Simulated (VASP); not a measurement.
Runs of VASP 6.6.1 on TaW2. The structure is that of space group P6_3/mmc (No. 194), or close to it. The cells are those of the table. The cell was generated, and may not be a known phase.

```tsv
task	cell	k mesh	cutoff (eV)	gap on the mesh (eV)	pressure (GPa)
single point	a = 4.727, b = 4.727, c = 5.908 Å, angles 90.0, 90.0, 120.0°, 6 atoms	6 × 6 × 4	520	none	-19.4
single point	a = 4.754, b = 4.754, c = 5.255 Å, angles 90.0, 90.0, 120.0°, 6 atoms	6 × 6 × 4	520	none	0.6
single point	a = 4.765, b = 4.765, c = 5.237 Å, angles 90.0, 90.0, 120.0°, 6 atoms	12 × 12 × 8	520	none	(a)
relaxation of cell and atoms	relaxed from a = 4.727, b = 4.727, c = 5.908 Å, angles 90.0, 90.0, 120.0°, 6 atoms	6 × 6 × 4	600	none	0.0
```

Alike in all rows: level PBE; potentials or basis VASP PAW PBE potentials, release 64 (Ta_pv, W_sv); no spin polarisation; smearing gaussian 0.1 eV.

**Question.** Estimate the missing entries.

**Answer.** (a) 0.3.

Caveats: spin-orbit coupling is left out, which moves the levels of the heavy elements; the stress differs along the axes, from -39 to -10 GPa (at least some runs).

A k mesh can miss the band edges, and the runs leave out spin-orbit coupling on Ta, W.

A gap of «none» marks levels without a gap at the run's occupations.
